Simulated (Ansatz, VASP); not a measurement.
BN in VASP and in Ansatz

```xyz
8
Lattice="6.1522 0.0000 0.0000 -3.0761 5.3280 0.0000 0.0000 0.0000 2.4609" Properties=species:S:1:pos:R:3 pbc="T T T"
B     3.0761    0.3552    0.0000
B     4.3066    2.4864    0.0000
B     1.8457    2.4864    0.0000
B     0.0000    3.5520    1.2304
N     0.0000    4.9728    1.2304
N    -1.2304    2.8416    1.2304
N     1.2304    2.8416    1.2304
N     3.0761    1.7760    0.0000
```

Alike in both runs: task single point; functional PBE; k mesh 3 × 3 × 8; occupations gaussian, width 0.1 eV; no spin polarisation.

|  | VASP | Ansatz |
| --- | --- | --- |
| version | VASP 6.6.1 | Ansatz 0.2.0 |
| potentials or method | VASP PAW PBE potentials, release 64 (B, N), cutoff 520 eV | scalar-relativistic, plane waves, PAW |
| valence electrons in the cell | 32 | 32 |

|  | VASP | Ansatz | Ansatz less VASP |
| --- | --- | --- | --- |
| gap on the k mesh at the Fermi level (eV) | none | none | - |
| pressure (GPa) | 21.2 | 21.1 | -0.06 |
| traceless stress, the component that is largest in VASP (GPa) | -3.46 | -3.47 | -0.009 |
| rms of the force components (eV/Å) | 0.387 | 0.385 | -0.0016 |

Atom by atom the forces differ by 0.002 eV/Å (rms over components). A gap of «none» marks a metal or a gap that the smearing closes.

The k mesh is coarse, so the values compare programs but aren't converged.
